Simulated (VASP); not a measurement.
Mg, 1 atom in the cell. The structure is cubic, space group Fm-3m (No. 225). Conventional cell: a = 4.383 Å, b = 4.383 Å, c = 4.383 Å, α = 90.00°, β = 90.00°, γ = 90.00°. Within 4.1 Å of Mg (site symmetry m-3m) lie 12 Mg at 3.10 Å.  This cell differs from its parent crystal: Cd replaced by Mg, lengths x 0.987, strained.

- Program: VASP 6.6.1
- Task: single point
- Functional: PBE
- Potentials or basis: VASP PAW PBE potentials, release 64 (Mg)
- Cutoff: 520 eV
- k mesh: 8 × 8 × 8
- Occupations: gaussian, width 0.1 eV
- Spin: no spin polarisation
- Dipole correction: no
- Further INCAR settings: ALGO = Normal; EDIFF = 1e-06; NBANDS = 7

Potentials or basis: VASP PAW PBE potentials, release 64 (Mg).

Command:

```sh
$ cat potpaw_PBE.64/Mg/POTCAR > POTCAR
$ mpirun -np 1 vasp_std > vasp.out
```

Hardware: 1 thread of Intel(R) Xeon(R) Platinum 8559C (Emerald Rapids) (shared host).

**Question.** Estimate the wall time of this run.

**Answer.** Wall time 2.1 s on 1 thread of Intel(R) Xeon(R) Platinum 8559C (Emerald Rapids) (shared host), peak memory 0.12 GiB. Counts: scf iterations 9, k points 29.
